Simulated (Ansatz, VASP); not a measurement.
## One calculation of KCl, two programs

```xyz
2
Lattice="3.7816 0.0000 0.0000 0.0000 3.7816 0.0000 0.0000 0.0000 3.7816" Properties=species:S:1:pos:R:3 pbc="T T T"
K     0.0000    0.0000    0.0000
Cl    1.8908    1.8908    1.8908
```

Change from the starting cell: strain -0.015 along x and y, -0.015 along z, atoms carried along.

Alike in both runs: task single point; functional PBE; k mesh 6 × 6 × 6; occupations gaussian, width 0.05 eV; no spin polarisation.

```csv
,VASP,Ansatz
version,VASP 6.6.1,Ansatz 0.2.0
potentials or method,"VASP PAW PBE potentials, release 64 (K_sv, Cl), cutoff 520 eV","scalar-relativistic, plane waves, PAW"
valence electrons in the cell,16,16
```

```tsv
	VASP	Ansatz	Ansatz less VASP
gap on the k mesh at the Fermi level (eV)	4.99	4.99	+0.002
least direct gap on the mesh (eV)	5.20	5.20	+0.001
pressure (GPa)	0.9	0.9	-0.02
```

With one functional, cell and mesh, what is left measures potentials, basis and numerics.
